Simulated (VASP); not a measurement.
Set up this calculation in VASP 6.6.1, as the native input.

```yaml
Task: single point
Functional: PBE
Potentials_or_basis: VASP PAW PBE potentials, release 64 (Li_sv, H)
Cutoff: 750 eV
k_mesh: 10 × 10 × 10
Occupations: gaussian, width 0.05 eV
Spin: no spin polarisation
Dipole_correction: no
Further_INCAR_settings: ALGO = Normal; EDIFF = 1e-06; NBANDS = 9
```

The structure of LiH lies in POSCAR:

```
LiH
1.0
    0.0000000000      2.0325000000      2.0325000000
    2.0325000000      0.0000000000      2.0325000000
    2.0325000000      2.0325000000      0.0000000000
Li H
1 1
Direct
    0.0000000000      0.0000000000      0.0000000000
    0.5177536983      0.5177536983      0.5177536983
```

This cell differs from its parent crystal: all H atoms moved +0.125 Å, as atom 2 along Cartesian [1 1 1].

The input as run:

INCAR

```
SYSTEM = LiH
ALGO     = Normal         ! electronic algorithm
EDIFF    = 1E-6           ! SCF threshold, eV
ENCUT    = 750            ! plane-wave cutoff, eV
GGA      = PE             ! functional
GGA_COMPAT= .FALSE.      
ISIF     = 2              ! what is computed and relaxed
ISMEAR   = 0              ! smearing method
LASPH    = .TRUE.         ! aspherical terms in the spheres
LCHARG   = .TRUE.         ! write CHGCAR
LELF     = .TRUE.         ! ELF
LREAL    = .FALSE.        ! projectors in reciprocal space
LVHAR    = .TRUE.       
LWAVE    = .FALSE.        ! write WAVECAR
NBANDS   = 9              ! bands
NELM     = 120            ! most SCF steps
PREC     = Accurate       ! precision mode
SIGMA    = 0.05           ! smearing width, eV
```

KPOINTS

```
k-points
0
G
  10 10 10
  0 0 0
```

Potentials or basis: VASP PAW PBE potentials, release 64 (Li_sv, H).

Launch:

```bash
$ cat potpaw_PBE.64/Li_sv/POTCAR potpaw_PBE.64/H/POTCAR > POTCAR
$ mpirun -np 1 vasp_std > vasp.out
```

It gave:

```
Pressure               : -1.4 GPa
Largest force          : 0.118 eV/Å
Band gap on the k mesh : 3.10 eV, direct
```

Caveat: the cell differs from its parent crystal (all H atoms moved +0.125 Å, as atom 2 along Cartesian [1 1 1]).

It took 14 s on 1 thread of Intel(R) Xeon(R) 6975P-C (Granite Rapids) (shared host), peak memory 0.16 GiB.
